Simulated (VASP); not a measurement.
Input of a VASP 6.6.1 run:

The input INCAR:

```
  PREC = Accurate
  ENCUT = 520
  EDIFF = 1E-6
  ISMEAR = 0
  SIGMA = 0.03
  LREAL = F
  LASPH = T
  NELM = 80
  ALGO = Fast
  ISIF = 2
  LWAVE = F
  LCHARG = T
  GGA = PS
  LELF = T
  LVHAR = T
  NBANDS = 11
```

File KPOINTS:

```
regular mesh
0
Gamma
  10 10 10
```

File POSCAR:

```
Sr
1.0
    0.0000000000      3.0043206250      3.0423500000
    3.0803793750      0.0000000000      3.0423500000
    3.0803793750      3.0043206250      0.0000000000
Sr
1
Direct
    0.0000000000      0.0000000000      0.0000000000
```

Potentials or basis: VASP PAW PBE potentials, release 64 (Sr_sv).

Run with:

```console
$ cat potpaw_PBE.64/Sr_sv/POTCAR > POTCAR
$ mpirun -np 1 vasp_std > vasp.out
```

Question: Estimate the band gap on the k mesh.

Answer: Zero (bands 5 and 6 overlap by 0.06 eV).

Question: Estimate the pressure.

Answer: -0.9 GPa.

Caveat: the cell differs from its parent crystal (strain +0.0125 x Voigt [1, -1, 0, 0, 0, 0]); the PAW data sets were made with another functional, which shifts forces and pressure a little.
